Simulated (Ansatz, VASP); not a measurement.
# BN in VASP and in Ansatz

INCAR

```
SYSTEM = BN
ALGO     = Normal         ! electronic algorithm
EDIFF    = 1E-6           ! SCF threshold, eV
ENCUT    = 520            ! plane-wave cutoff, eV
GGA      = PE             ! functional
ISIF     = 2              ! what is computed and relaxed
ISMEAR   = -1             ! smearing method
LASPH    = .True.         ! aspherical terms in the spheres
LCHARG   = .False.        ! write CHGCAR
LREAL    = .False.        ! projectors in reciprocal space
LWAVE    = .False.        ! write WAVECAR
NBANDS   = 11             ! bands
NELM     = 80             ! most SCF steps
PREC     = Accurate       ! precision mode
SIGMA    = 0.02           ! smearing width, eV
```

Contents of KPOINTS:

```
k-points
0
Gamma
  12 12 12
  0 0 0
```

File POSCAR:

```
BN
1.0
    0.0000000000      1.8589702290      1.7813838459
    1.8589702290      0.0000000000      1.7813838459
    1.8589702290      1.8589702290      0.0000000000
B N
1 1
Direct
    0.0000000000      0.0000000000      0.0000000000
    0.2500000000      0.2500000000      0.2500000000
```

Input for Ansatz:

```yaml
crystal:
  lattice:
    - [0.0, 1.858970229, 1.7813838459]
    - [1.858970229, 0.0, 1.7813838459]
    - [1.858970229, 1.858970229, 0.0]
  atoms:
    - { symbol: B, position: [0.0, 0.0, 0.0] }
    - { symbol: "N", position: [0.25, 0.25, 0.25] }
kpoints:
  mp_grid: { grid: [12, 12, 12] }
  band_path:
    path:
      - [0.0, 0.0, 0.0]
      - [-0.5, -0.5, 0.0]
      - [-0.375, -0.375, 0.25]
      - [-0.375, 0.0, 0.375]
      - [0.0, 0.0, 0.5]
      - [-0.5, -0.25, 0.25]
    npoints: 1
hamiltonian:
  xc: pbe
scf:
  occupations: { method: fermi_dirac, width: 0.02 }
  n_extra_bands: 4
output:
  forces: true
  stress: true
  eigenvalues: true
```

Change from the starting cell: epitaxial_xy strain +3.0%.

Alike in both runs: task single point; functional PBE; k mesh 12 × 12 × 12; occupations fermi-dirac, width 0.02 eV; no spin polarisation.

|  | VASP | Ansatz |
| --- | --- | --- |
| version | VASP 6.6.1 | Ansatz 0.2.0 |
| potentials or method | VASP PAW PBE potentials, release 64 (B, N) | plane waves, PAW |
| plane-wave cutoff (eV) | 520 | 420 |
| valence electrons in the cell | 8 | 8 |

Ansatz gave:

```
gap on the k mesh at the Fermi level (eV)                     : 3.72
pressure (GPa)                                                : -11.7
traceless stress, the component that is largest in VASP (GPa) : 15.82
```

Task: Which values does VASP return?

Result: gap on the k mesh at the Fermi level (eV): 3.71; pressure (GPa): -11.6; traceless stress, the component that is largest in VASP (GPa): 15.83.
